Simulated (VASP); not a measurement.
Wanted: the native input for a VASP 6.6.1 run.

| Property | Result |
| --- | --- |
| Task | relaxation of shape and atoms at fixed volume |
| Functional | PBE |
| Potentials or basis | VASP PAW PBE potentials, release 64 (Ir) |
| Cutoff | 600 eV |
| k mesh | 18 × 18 × 18 |
| Occupations | fermi-dirac, width 0.05 eV |
| Spin | no spin polarisation |
| Dipole correction | no |
| Further INCAR settings | ALGO = Normal; EDIFF = 1e-07; IBRION = 2; EDIFFG = -0.005; NSW = 50; ISIF = 4 |

The structure of Ir lies in POSCAR:

```
Ir
1.0
   -2.1336226104      2.1336226104      1.2111867696
    2.1336226104     -2.1336226104      1.2111867696
    2.1336226104      2.1336226104     -1.2111867696
Ir
2
Direct
   -0.3750000000     -0.1250000000     -0.2500000000
    0.3750000000      0.1250000000      0.2500000000
```

These files were run (other wordings do the same):

INCAR

```
PREC = Accurate
ENCUT = 600
EDIFF = 1E-7
ISMEAR = -1
SIGMA = 0.05
LREAL = False
LASPH = True
NELM = 100
ALGO = Normal
ISIF = 4
LWAVE = False
LCHARG = False
GGA = PE
IBRION = 2
NSW = 50
EDIFFG = -0.005
```

KPOINTS

```
regular mesh
0
Gamma
  18 18 18
```

Potentials or basis: VASP PAW PBE potentials, release 64 (Ir).

The run is started by

```bash
$ cat potpaw_PBE.64/Ir/POTCAR > POTCAR
$ mpirun -np 1 vasp_std > vasp.out
```

Results of the run:

```
Energy gained by relaxing : 21.8 meV/atom
Ionic steps               : 18
Pressure after relaxing   : 268.0 GPa
Band gap on the k mesh    : zero (band 9 reaches 17.86 eV, above the bottom of band 10 at 13.21 eV)
```

Caveat: spin-orbit coupling is left out, which moves the levels of the heavy elements.

It took 8 min on 1 thread of AMD EPYC 9R45 96-Core Processor (Zen 5), on a shared host, peak memory 0.27 GiB.
